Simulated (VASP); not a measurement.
TiPt3: electric field gradients with PBEsol

Crystal: TiPt3.

```
CELL_PARAMETERS angstrom
3.89700 0.00000 0.00000
0.00000 3.89700 0.00000
0.00000 0.00000 3.93597
ATOMIC_POSITIONS crystal
Ti 0.00000 0.00000 0.00000
Pt 0.00000 0.50000 0.50000
Pt 0.50000 0.00000 0.50000
Pt 0.50000 0.50000 0.00000
```

This cell differs from its parent crystal: zz strain of +1 %.

* Program: VASP 6.6.1
* Task: electric field gradients
* Functional: PBEsol
* Potentials or basis: VASP PAW PBE potentials, release 64 (Ti_sv, Pt)
* Cutoff: 520 eV
* k mesh: 9 × 9 × 9
* Occupations: fermi-dirac, width 0.05 eV
* Spin: no spin polarisation
* Dipole correction: no
* Further INCAR settings: ALGO = Normal; EDIFF = 1e-08; NBANDS = 29

* Pressure: -2.3 GPa
* Band gap on the k mesh: zero (bands 21 and 22 overlap by 1.53 eV)
* Largest electric field gradient by atom: Ti +0.6; Pt -66.5, -65.9 (each value once) V/Å²

Stress tensor (GPa, compression positive):
```
-1.75  0.00  0.00
 0.00 -1.75  0.00
 0.00  0.00 -3.52
```

Levels at points of the mesh, in eV from the Fermi level:
```
           k point  band 18  band 19  band 20  band 21  band 22  band 23  band 24  band 25
(0.00, 0.00, 0.00)     0.00     0.00     0.09     1.36     1.39     1.40     1.60     1.60
```

Electric field gradients, principal values (V/Å²):
| atom | least | middle | greatest (by size) |
| --- | --- | --- | --- |
| 1 Ti | -0.318 | -0.318 | 0.635 |
| 2 Pt | 28.151 | 38.350 | -66.501 |
| 3 Pt | 28.151 | 38.350 | -66.501 |
| 4 Pt | 32.972 | 32.972 | -65.944 |

Run time: 2.9 min on 1 thread of Intel(R) Xeon(R) Platinum 8259CL CPU @ 2.50GHz (Skylake/Cascade Lake), with other jobs on the host, peak memory 0.25 GiB.

Caveat: the cell differs from its parent crystal (zz strain of +1 %); without QUAD_EFG the Cq values of the log hold for a quadrupole moment of 1 mb, not for the nuclei; the PAW data sets were made with another functional, which shifts forces and pressure a little; spin-orbit coupling is left out, which moves the levels of the heavy elements.
